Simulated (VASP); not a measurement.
The system is In3Se.

```
CELL_PARAMETERS angstrom
4.83557 0.00000 0.00000
0.00000 4.83557 0.00000
0.00000 0.00000 4.83557
ATOMIC_POSITIONS crystal
In 0.50000 0.50000 0.00000
In 0.50000 0.00000 0.50000
In 0.00000 0.50000 0.50000
Se 0.00000 0.00000 0.00000
```

Base run:

* Program: VASP 6.6.1
* Functional: r2SCAN
* Potentials or basis: VASP PAW PBE potentials, release 64 (In_d, Se)
* Cutoff: 520 eV
* k mesh: 6 × 6 × 6
* Occupations: fermi-dirac, width 0.05 eV
* Spin: no spin polarisation

Its results: pressure -1.8 GPa.

Question: The run is repeated on the same cell with these changes: functional from r2SCAN to PBEsol. What comes out?

Answer: Pressure -3.5 GPa.

Caveats: the PAW data sets were made with another functional, which shifts forces and pressure a little.
